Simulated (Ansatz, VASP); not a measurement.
# Ag: VASP beside Ansatz

The input INCAR:

```
ALGO = Normal
EDIFF = 1E-8
ENCUT = 520
GGA = PE
ISIF = 2
ISMEAR = -1
LASPH = T
LCHARG = F
LEFG = T
LREAL = F
LWAVE = F
NBANDS = 30
NELM = 80
PREC = Accurate
SIGMA = 0.08
```

The input KPOINTS:

```
k-points
0
Gamma
  14 14 4
```

POSCAR

```
Ag
1.0
    2.8272803578      0.0000000000      0.0000000000
   -1.4136401789      2.4484966136      0.0000000000
    0.0000000000      0.0000000000      9.7958610872
Ag
4
Direct
    0.3333333333      0.6666666667      0.2500000000
    0.6666666667      0.3333333333      0.7500000000
    0.0000000000      0.0000000000      0.0000000000
    0.0000000000      0.0000000000      0.5000000000
```

Input for Ansatz:

```yaml
crystal:
  lattice:
    - [2.8272803578, 0.0, 0.0]
    - [-1.4136401789, 2.4484966136, 0.0]
    - [0.0, 0.0, 9.7958610872]
  atoms:
    - { symbol: Ag, position: [0.3333333333, 0.6666666667, 0.25] }
    - { symbol: Ag, position: [0.6666666667, 0.3333333333, 0.75] }
    - { symbol: Ag, position: [0.0, 0.0, 0.0] }
    - { symbol: Ag, position: [0.0, 0.0, 0.5] }
kpoints:
  mp_grid: { grid: [14, 14, 4] }
scf:
  occupations: { method: fermi_dirac, width: 0.08 }
hamiltonian:
  xc: pbe
  pseudopotentials: { kind: paw }
output:
  forces: true
  stress: true
  eigenvalues: true
  efg: { contact_densities: true }
```

Change from the starting cell: volume scaled by 0.94, PAW files.

Alike in both runs: task electric field gradients; functional PBE; k mesh 14 × 14 × 4; occupations fermi-dirac, width 0.08 eV; no spin polarisation.

|  | VASP | Ansatz |
| --- | --- | --- |
| version | VASP 6.6.1 | Ansatz 0.2.0 |
| potentials or method | VASP PAW PBE potentials, release 64 (Ag) | PAW with Ansatz's default frozen-core files, scalar-relativistic |
| plane-wave cutoff (eV) | 520 | 420 |
| valence electrons in the cell | 44 | 76 |

|  | VASP | Ansatz | Ansatz less VASP |
| --- | --- | --- | --- |
| pressure (GPa) | 5.9 | 6.1 | +0.18 |
| traceless stress, the component that is largest in VASP (GPa) | -4.49 | -4.53 | -0.033 |
| size of Vzz on the site where it differs most (V/Å²) | 11.7 | 5.5 | -6.17 |

VASP's potentials hold 44 valence electrons a cell and Ansatz's 76, so a difference there can come from the potentials and not from the codes.
